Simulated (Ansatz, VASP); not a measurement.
# Ga in VASP and in Ansatz

File INCAR:

```
SYSTEM = Ga
ALGO = Normal
EDIFF = 1E-6
ENCUT = 520
GGA = PE
ISIF = 2
ISMEAR = -1
LASPH = .TRUE.
LCHARG = .TRUE.
LELF = .TRUE.
LREAL = .FALSE.
LVHAR = .TRUE.
LWAVE = .FALSE.
NBANDS = 12
NELM = 100
PREC = Accurate
SIGMA = 0.03
```

Contents of KPOINTS:

```
k-points
0
G
  24 24 24
  0 0 0
```

Contents of POSCAR:

```
Ga
1.0
   -1.6879774911      1.6879774911      1.6879774911
    1.6879774911     -1.6879774911      1.6879774911
    1.6879774911      1.6879774911     -1.6879774911
Ga
1
Direct
    0.0000000000      0.0000000000      0.0000000000
```

Input for Ansatz:

```yaml
crystal:
  lattice:
    - [-1.6879774911, 1.6879774911, 1.6879774911]
    - [1.6879774911, -1.6879774911, 1.6879774911]
    - [1.6879774911, 1.6879774911, -1.6879774911]
  atoms:
    - { symbol: Ga, position: [0.0, 0.0, 0.0] }
kpoints:
  mp_grid: { grid: [24, 24, 24] }
scf:
  occupations: { method: fermi_dirac, width: 0.03 }
hamiltonian:
  xc: pbe
  pseudopotentials: { kind: all_electron, lapw: { basis_error: 0.00025 } }
output:
  forces: true
  stress: true
  eigenvalues: true
```

Alike in both runs: task single point; functional PBE; k mesh 24 × 24 × 24; occupations fermi-dirac, width 0.03 eV; no spin polarisation.

|  | VASP | Ansatz |
| --- | --- | --- |
| version | VASP 6.6.1 | Ansatz 0.2.0 |
| potentials or method | VASP PAW PBE potentials, release 64 (Ga_d), cutoff 520 eV | all-electron LAPW, scalar-relativistic |

|  | VASP | Ansatz | Ansatz less VASP |
| --- | --- | --- | --- |
| pressure (GPa) | 0.0 | -0.1 | -0.04 |

Ansatz ran all-electron here, and VASP with PAW potentials.
